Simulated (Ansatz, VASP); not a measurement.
**Re in VASP and in Ansatz**

File INCAR:

```
SYSTEM = Re
PREC     = Accurate       ! precision mode
ENCUT    = 520            ! plane-wave cutoff, eV
EDIFF    = 1E-6           ! SCF threshold, eV
ISMEAR   = -1             ! smearing method
SIGMA    = 0.08           ! smearing width, eV
LREAL    = .False.        ! projectors in reciprocal space
LASPH    = .True.         ! aspherical terms in the spheres
NELM     = 100            ! most SCF steps
ALGO     = Normal         ! electronic algorithm
ISIF     = 2              ! what is computed and relaxed
LWAVE    = .False.        ! write WAVECAR
LCHARG   = .False.        ! write CHGCAR
GGA      = PE             ! functional
NBANDS   = 10             ! bands
```

File KPOINTS:

```
Automatic mesh
0
Gamma
  16 16 15
  0 0 0
```

POSCAR

```
Re
1.0
    2.7641528354      0.0000000000      0.0000000000
   -1.3820764177      2.3938265754      0.0000000000
    0.0000000000      0.0000000000      2.4693650087
Re
1
Direct
    0.0000000000      0.0000000000      0.0000000000
```

Input for Ansatz:

```yaml
crystal:
  lattice:
    - [2.7641528354, 0.0, 0.0]
    - [-1.3820764177, 2.3938265754, 0.0]
    - [0.0, 0.0, 2.4693650087]
  atoms:
    - { symbol: Re, position: [0.0, 0.0, 0.0] }
kpoints:
  mp_grid: { grid: [16, 16, 15] }
scf:
  occupations: { method: fermi_dirac, width: 0.08 }
hamiltonian:
  xc: pbe
  pseudopotentials: { kind: all_electron, datasets: crystal }
output:
  forces: true
  stress: true
  eigenvalues: true
```

Change from the starting cell: volume scaled by 1, crystal datasets.

Alike in both runs: task single point; functional PBE; k mesh 16 × 16 × 15; occupations fermi-dirac, width 0.08 eV; no spin polarisation.

|  | VASP | Ansatz |
| --- | --- | --- |
| version | VASP 6.6.1 | Ansatz 0.2.0 |
| potentials or method | VASP PAW PBE potentials, release 64 (Re), cutoff 520 eV | all-electron PAW with datasets made for the crystal, scalar-relativistic |

VASP gave:

```
pressure (GPa)                                                : -0.9
traceless stress, the component that is largest in VASP (GPa) : -1.76
```

Question: What did Ansatz give for the same quantities?

Answer: Pressure (GPa): 0.0; traceless stress, the component that is largest in VASP (GPa): -0.03.

Ansatz ran all-electron here, and VASP with PAW potentials.

Spin-orbit coupling is off throughout.
